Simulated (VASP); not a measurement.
# Mn2Al2Cu (P4mm) in VASP: single point with PBE

Aim: the single point of Mn2Al2Cu with PBE.

All numbers are computed with VASP 6.6.1; they aren't measurements. Logs are shortened: lines on timing, memory, paths and dates and some standing lists are left out, and cuts for length are marked.

### 1 The cell of the first run

The structure is tetragonal, space group P4mm (No. 99). Conventional cell: a = 3.879 Å, b = 3.879 Å, c = 5.180 Å, α = 90.00°, β = 90.00°, γ = 90.00°. Within 3.0 Å of Mn (site symmetry 4mm) lie 2 Cu at 2.28 to 2.90 Å and 4 Al at 2.42 Å and 4 Mn at 2.89 Å. Within 3.9 Å of Mn (site symmetry 4mm) lie 8 Mn at 2.89 to 3.88 Å and 8 Al at 3.05 to 3.43 Å and 4 Cu at 3.07 Å. Al (site symmetry 2mm) has 2 Cu at 2.42 Å and 4 Mn at 2.42 to 3.05 Å and 4 Al at 2.74 Å within 3.2 Å. Within 3.1 Å of Cu (site symmetry 4mm) lie 6 Mn at 2.28 to 3.07 Å and 4 Al at 2.42 Å.

The cell was built from a structure type or drawn by symmetry, and may not be a known phase.

### 2 Single point, PBE, collinear spin, ferromagnetic start

Contents of INCAR:

```
SYSTEM = Mn2Al2Cu
PREC = Accurate ; ENCUT = 520
EDIFF = 1E-6 ; ISMEAR = 0
SIGMA = 0.1 ; LREAL = .False.
LASPH = .True. ; NELM = 150
ALGO = Fast ; ISIF = 2
LWAVE = .False. ; LCHARG = .True.
ISPIN = 2 ; MAGMOM = 3.34 3.34 0 0 0
LORBIT = 11 ; LMAXMIX = 4
GGA = PE ; LELF = .True.
LVHAR = .True. ; NBANDS = 34
```

Contents of KPOINTS:

```
regular mesh
0
Gamma
  10 10 8
  0 0 0
```

Contents of POSCAR:

```
Mn2Al2Cu
1.0
    3.8786899944      0.0000000000      0.0000000000
    0.0000000000      3.8786899944      0.0000000000
    0.0000000000      0.0000000000      5.1804831238
Mn Al Cu
2 2 1
Direct
    0.5000000000      0.5000000000      0.1347819836
    0.0000000000      0.0000000000      0.3075685132
    0.5000000000      0.0000000000      0.8543967727
    0.0000000000      0.5000000000      0.8543967727
    0.5000000000      0.5000000000      0.5743704678
```

Potentials or basis: VASP PAW PBE potentials, release 64 (Mn_pv, Al, Cu).

Launch:

```console
> cat potpaw_PBE.64/Mn_pv/POTCAR potpaw_PBE.64/Al/POTCAR potpaw_PBE.64/Cu/POTCAR > POTCAR
> mpirun -np 1 vasp_std > vasp.out
```

OUTCAR:

```text
SYSTEM = Mn2Al2Cu
   PREC = Accurate
   ENCUT = 520
   EDIFF = 1E-6
   ISMEAR = 0
   LREAL = .False.
   LASPH = .True.
   NELM = 150
   ISIF = 2
   ISPIN = 2
   LORBIT = 11
   GGA = PE

 ion  position               nearest neighbor table
   1  0.500  0.500  0.135-   5 2.28   4 2.42   3 2.42   3 2.42   4 2.42   2 2.89   2 2.89   2 2.89
                             2 2.89   5 2.90
   2  0.000  0.000  0.308-   1 2.89   1 2.89   1 2.89   1 2.89   4 3.05   4 3.05   3 3.05   3 3.05

   3  0.500  0.000  0.854-   5 2.42   5 2.42   1 2.42   1 2.42   4 2.74   4 2.74   4 2.74   4 2.74
                             2 3.05   2 3.05
   4  0.000  0.500  0.854-   5 2.42   5 2.42   1 2.42   1 2.42   3 2.74   3 2.74   3 2.74   3 2.74
                             2 3.05   2 3.05
   5  0.500  0.500  0.574-   1 2.28   3 2.42   4 2.42   3 2.42   4 2.42   1 2.90

  LATTYP: Found a simple tetragonal cell.
 ALAT       =     3.8786899944
 C/A-ratio  =     1.3356270110

  Lattice vectors:

 A1 = (   3.8786899944,   0.0000000000,   0.0000000000)
 A2 = (   0.0000000000,   3.8786899944,   0.0000000000)
 A3 = (   0.0000000000,   0.0000000000,   5.1804831238)

Analysis of symmetry for initial positions (statically):
=====================================================================
 Subroutine PRICEL returns:
 Original cell was already a primitive cell.

 Routine SETGRP: Setting up the symmetry group for a
 simple tetragonal supercell.

 Subroutine GETGRP returns: Found  8 space group operations
 (whereof  8 operations were pure point group operations)
 out of a pool of 16 trial point group operations.

The static configuration has the point symmetry C_4v.

Analysis of symmetry for dynamics (positions and initial velocities):
=====================================================================
 Subroutine PRICEL returns:
 Original cell was already a primitive cell.

 Routine SETGRP: Setting up the symmetry group for a
 simple tetragonal supercell.

 Subroutine GETGRP returns: Found  8 space group operations
 (whereof  8 operations were pure point group operations)
 out of a pool of 16 trial point group operations.

The dynamic configuration has the point symmetry C_4v.

Analysis of structural, dynamic, and magnetic symmetry:
=====================================================================
 Subroutine PRICEL returns:
 Original cell was already a primitive cell.

 Routine SETGRP: Setting up the symmetry group for a
 simple tetragonal supercell.

 Subroutine GETGRP returns: Found  8 space group operations
 (whereof  8 operations were pure point group operations)
 out of a pool of 16 trial point group operations.

The overall configuration has the point symmetry C_4v.

 Subroutine INISYM returns: Found  8 space group operations
 (whereof  8 operations are pure point group operations),
 and found     1 'primitive' translations

----------------------------------------------------------------------------------------

                                     Primitive cell

  volume of cell :      77.9364

  direct lattice vectors                    reciprocal lattice vectors
     3.878689994  0.000000000  0.000000000     0.257819006  0.000000000  0.000000000
     0.000000000  3.878689994  0.000000000     0.000000000  0.257819006  0.000000000
     0.000000000  0.000000000  5.180483124     0.000000000  0.000000000  0.193032189

  length of vectors
     3.878689994  3.878689994  5.180483124     0.257819006  0.257819006  0.193032189

  position of ions in fractional coordinates (direct lattice)
     0.500000000  0.500000000  0.134781984
     0.000000000  0.000000000  0.307568513
     0.500000000  0.000000000  0.854396773
     0.000000000  0.500000000  0.854396773
     0.500000000  0.500000000  0.574370468

  ion indices of the primitive-cell ions
   primitive index   ion index
                 1           1
                 2           2
                 3           3
                 4           4
                 5           5

----------------------------------------------------------------------------------------

 KPOINTS: regular mesh

Automatic generation of k-mesh.
 Grid dimensions read from file:
 generate k-points for:   10   10    8

 Generating k-lattice:

  Cartesian coordinates                     Fractional coordinates (reciprocal lattice)
     0.025781901  0.000000000  0.000000000     0.100000000  0.000000000  0.000000000
     0.000000000  0.025781901  0.000000000     0.000000000  0.100000000  0.000000000
     0.000000000  0.000000000  0.024129024     0.000000000  0.000000000  0.125000000

  Length of vectors
     0.025781901  0.025781901  0.024129024

  Shift w.r.t. Gamma in fractional coordinates (k-lattice)
     0.000000000  0.000000000  0.000000000

 Subroutine IBZKPT returns following result:
 ===========================================

 Found    105 irreducible k-points:

 Following reciprocal coordinates:
            Coordinates               Weight
  0.000000  0.000000  0.000000      1.000000
  0.100000  0.000000  0.000000      4.000000
  0.200000  0.000000  0.000000      4.000000
  0.300000  0.000000  0.000000      4.000000
  0.400000  0.000000  0.000000      4.000000
  0.500000  0.000000  0.000000      2.000000
[... 16 lines left out ...]
  0.100000  0.000000  0.125000      8.000000
  0.200000  0.000000  0.125000      8.000000
 [... further k-points ...]
   k-points           NKPTS =    105   k-points in BZ     NKDIM =    105   number of bands    NBANDS=     34
   number of dos      NEDOS =    301   number of ions     NIONS =      5
   total plane-waves  NPLWV =  36000
   dimension x,y,z NGX =    30 NGY =   30 NGZ =   40
   dimension x,y,z NGXF=    60 NGYF=   60 NGZF=   80
   ions per type =               2   2   1
   NGX,Y,Z   is equivalent  to a cutoff of  12.86, 12.86, 12.84 a.u.
   NGXF,Y,Z  is equivalent  to a cutoff of  25.72, 25.72, 25.67 a.u.
 SYSTEM =  Mn2Al2Cu
   PREC   = accura    normal or accurate (medium, high low for compatibility)
   ISTART =      0    job   : 0-new  1-cont  2-samecut
   ICHARG =      2    charge: 1-file 2-atom 10-const
   ISPIN  =      2    spin polarized calculation?
   LNONCOLLINEAR =      F non collinear calculations
   LSORBIT =      F    spin-orbit coupling
   LASPH  =      T    aspherical Exc in radial PAW
   ENCUT  =  520.0 eV  38.22 Ry    6.18 a.u.   7.21  7.21  9.63*2*pi/ulx,y,z
   NELM   =    150;   NELMIN=  2; NELMDL= -5     # of ELM steps
   EDIFF  = 0.1E-05   stopping-criterion for ELM
   LREAL  =      F    real-space projection
   EDIFFG = 0.1E-04   stopping-criterion for IOM
   NSW    =      0    number of steps for IOM
   IBRION =     -1    ionic relax: 0-MD 1-quasi-New 2-CG
   NFREE  =      0    steps in history (QN), initial steepest desc. (CG)
   ISIF   =      2    stress and relaxation
   ISYM   =      2    0-nonsym 1-usesym 2-fastsym
   POTIM  = 0.5000    time-step for ionic-motion
   TEBEG  =    0.0;   TEEND  =   0.0 temperature during run
   PSTRESS=    0.0 pullay stress
   NELECT =      43.0000    total number of electrons
   NUPDOWN=      -1.0000    fix difference up-down
   EMIN   =  10.00;   EMAX   =-10.00  energy-range for DOS
   EFERMI =   0.00;   METHOD = LEGACY
   ISMEAR =     0;   SIGMA  =   0.10  broadening in eV -4-tet -1-fermi 0-gaus
   EFERMI_NEDOS =   21; number of points for ismear=-14 and -15
   IALGO  =     68    algorithm
   IMIX   =      4    mixing-type and parameters
     AMIX     =   0.40;   BMIX     =  1.00
     AMIX_MAG =   1.60;   BMIX_MAG =  1.00
  volume/ion in A,a.u.               =      15.59       105.19
  Fermi-wavevector in a.u.,A,eV,Ry     =   1.342716  2.537365 24.529759  1.802886
  Thomas-Fermi vector in A             =   2.470848
   LORBIT       =     11    0 simple, 1 ext, 2 COOP (PROOUT), +10 PAW based schemes
   GGA     = PE    functional components
   LHFCALC =     F    Hartree Fock is set to
   AEXX    =    0.0000 exact exchange contribution
   IVDW    =     0    specifies the selected vdW correction
   LEPSILON=     F    determine dielectric tensor
   LRPA    =     F    only Hartree local field effects (RPA)
 spin polarized calculation
 RMM-DIIS sequential band-by-band and
 Gauss-broadening in eV      SIGMA  =   0.10
  energy-cutoff  :      520.00
  volume of cell :       77.94
 maximum number of plane-waves:      2128
 NGX is ok and might be reduce to    30
   NGX = 15   NGY = 15   NGZ = 19

 number of electron      42.9999958 magnetization       6.2248665

 Free energy of the ion-electron system (eV)
  ---------------------------------------------------
  ext. energy  EPLUGINS =         0.00000000
  ---------------------------------------------------
  free energy    TOTEN  =       -27.85796676 eV

  energy without entropy =      -27.84171809  energy(sigma->0) =      -27.84984242

 E-fermi :   6.9979     XC(G=0): -11.0280

 val. band max:        6.9966078236   @ k =   0.5000   0.2000   0.0000
 cond. band min:       6.9995538266   @ k =   0.4000   0.2000   0.0000
 fundamental gap:      0.0029460030
 Fermi energy:         6.9978832227

 spin component 1

 k-point     1 :       0.0000    0.0000    0.0000
  band No.  band energies     occupation
      1     -43.0936      1.00000
      2     -42.9274      1.00000
      3     -42.9274      1.00000
      4     -41.8953      1.00000
      5     -41.7282      1.00000
      6     -41.7282      1.00000
[... 25 lines left out ...]
     32      14.6746      0.00000
     33      14.6921      0.00000

 k-point     2 :       0.1000    0.0000    0.0000
  band No.  band energies     occupation
      1     -43.0937      1.00000
      2     -42.9276      1.00000
      3     -42.9274      1.00000
      4     -41.8953      1.00000
      5     -41.7285      1.00000
      6     -41.7283      1.00000
[... 25 lines left out ...]
     32      14.1888      0.00000
     33      14.5286      0.00000
[... 754 lines left out ...]
     32      14.3591      0.00000
     33      14.6626      0.00000

 k-point    24 :       0.2000    0.0000    0.1250
  band No.  band energies     occupation
      1     -43.0937      1.00000
      2     -42.9279      1.00000
      3     -42.9271      1.00000
      4     -41.8952      1.00000
      5     -41.7293      1.00000
      6     -41.7285      1.00000
[... 25 lines left out ...]
     32      13.2376      0.00000
     33      14.4763      0.00000

 [... further k-points ...]

 spin component 2

 k-point     1 :       0.0000    0.0000    0.0000
  band No.  band energies     occupation
      1     -39.3670      1.00000
      2     -39.1850      1.00000
      3     -39.1850      1.00000
      4     -38.9648      1.00000
      5     -38.9206      1.00000
      6     -38.9206      1.00000
[... 25 lines left out ...]
     32      15.0853      0.00000
     33      15.0886      0.00000

 k-point     2 :       0.1000    0.0000    0.0000
  band No.  band energies     occupation
      1     -39.3671      1.00000
      2     -39.1850      1.00000
      3     -39.1845      1.00000
      4     -38.9646      1.00000
      5     -38.9212      1.00000
      6     -38.9211      1.00000
[... 25 lines left out ...]
     32      14.2898      0.00000
     33      14.8014      0.00000
[... 754 lines left out ...]
     32      14.3745      0.00000
     33      15.0677      0.00000

 k-point    24 :       0.2000    0.0000    0.1250
  band No.  band energies     occupation
      1     -39.3673      1.00000
      2     -39.1850      1.00000
      3     -39.1832      1.00000
      4     -38.9641      1.00000
      5     -38.9229      1.00000
      6     -38.9223      1.00000
[... 25 lines left out ...]
     32      13.7645      0.00000
     33      14.6903      0.00000

 [... further k-points ...]

 [bands above 33 left out]

------------------------ aborting loop because EDIFF is reached ----------------------------------------

  FORCE on cell =-STRESS in cart. coord.  units (eV):
  Direction    XX          YY          ZZ          XY          YZ          ZX
  --------------------------------------------------------------------------------------
  -------------------------------------------------------------------------------------
  Total        0.0645054      0.0645054      0.1425225      0.0000000      0.0000000      0.0000000
  in kB        1.3260694      1.3260694      2.9299062      0.0000000      0.0000000      0.0000000
  external PRESSURE =       1.8606817 kB  Pullay stress =       0.0000000 kB

 VOLUME and BASIS-vectors are now :
 -----------------------------------------------------------------------------
  energy-cutoff  :      520.00
  volume of cell :       77.94
      direct lattice vectors                 reciprocal lattice vectors
     3.878689994  0.000000000  0.000000000     0.257819006  0.000000000  0.000000000
     0.000000000  3.878689994  0.000000000     0.000000000  0.257819006  0.000000000
     0.000000000  0.000000000  5.180483124     0.000000000  0.000000000  0.193032189

 POSITION                                       TOTAL-FORCE (eV/Angst)
 -----------------------------------------------------------------------------------
      1.93934      1.93934      0.69824         0.000000     -0.000000     -0.002725
      0.00000      0.00000      1.59335        -0.000000     -0.000000     -0.004771
      1.93934      0.00000      4.42619         0.000000     -0.000000      0.010436
      0.00000      1.93934      4.42619         0.000000     -0.000000      0.010436
      1.93934      1.93934      2.97552         0.000000      0.000000     -0.013376
 -----------------------------------------------------------------------------------
    total drift:                                0.000000      0.000000     -0.002868

  FREE ENERGIE OF THE ION-ELECTRON SYSTEM (eV)
  ---------------------------------------------------
  free  energy   TOTEN  =       -27.8579667564 eV

  energy  without entropy=      -27.8417180870  energy(sigma->0) =      -27.84984242

 total charge

# of ion       s       p       d       tot
------------------------------------------
    1        0.345   6.274   5.196  11.815
    2        0.246   6.153   4.912  11.310
    3        0.427   0.404   0.000   0.832
    4        0.427   0.404   0.000   0.832
    5        0.524   0.462   9.118  10.103
--------------------------------------------------
tot          1.969  13.697  19.226  34.892

 magnetization (x)

# of ion       s       p       d       tot
------------------------------------------
    1        0.009   0.008   2.408   2.424
    2        0.030   0.024   3.751   3.804
    3       -0.014  -0.034   0.000  -0.047
    4       -0.014  -0.034   0.000  -0.047
    5       -0.022  -0.042   0.063  -0.001
--------------------------------------------------
tot         -0.011  -0.077   6.221   6.133
```

It took 7.9 min on 1 thread of Oxide Virtual Turin-like, shared host; peak memory 0.48 GiB.

What came out:

```yaml
Free_energy: -27.8580 eV
Pressure: 0.2 GPa
Largest_force: 0.013 eV/Å
Net_moment: 6.22 μB per cell
Site_moments: Mn +2.42, +3.80; Al -0.05; Cu -0.00 μB
Valence_electrons_inside_the_program's_atomic_spheres: Mn 11.81, 11.31; Al 0.83; Cu 10.10
```

Forces on the atoms (eV/Å):
```
Mn   0.000  0.000 -0.003
Mn   0.000  0.000 -0.005
Al   0.000  0.000  0.010
Al   0.000  0.000  0.010
Cu   0.000  0.000 -0.013
```

Stress tensor (GPa, compression positive):
```
0.13 0.00 0.00
0.00 0.13 0.00
0.00 0.00 0.29
```

Levels at points of the mesh, in eV from the Fermi level:
Spin up:
```tsv
k point	band 23	band 24	band 25	band 26	band 27	band 28
(0.00, 0.00, 0.00)	-0.63	-0.15	-0.10	-0.10	2.67	3.42
(0.50, 0.00, 0.00)	-1.06	-0.61	-0.38	1.19	2.06	2.23
(0.50, 0.50, 0.00)	-1.41	-1.08	-0.22	2.00	2.00	2.15
(0.00, 0.00, 0.50)	-0.63	1.67	1.67	2.29	3.00	3.00
(0.50, 0.00, 0.50)	-1.19	-1.13	-1.05	3.11	3.54	4.27
(0.50, 0.50, 0.50)	-1.52	-1.41	-1.07	-0.12	-0.12	0.71
```
Spin down:
```tsv
k point	band 16	band 17	band 18	band 19	band 20	band 21
(0.00, 0.00, 0.00)	-0.97	-0.97	-0.15	0.63	0.70	0.70
(0.50, 0.00, 0.00)	-0.88	-0.67	-0.40	-0.14	0.14	0.98
(0.50, 0.50, 0.00)	-1.18	-1.18	-0.49	0.12	0.38	0.38
(0.00, 0.00, 0.50)	-1.61	-0.99	-0.17	0.58	0.98	0.98
(0.50, 0.00, 0.50)	-1.00	-0.91	-0.76	0.19	0.76	0.91
(0.50, 0.50, 0.50)	-2.18	-1.56	-1.56	-0.17	0.44	0.75
```
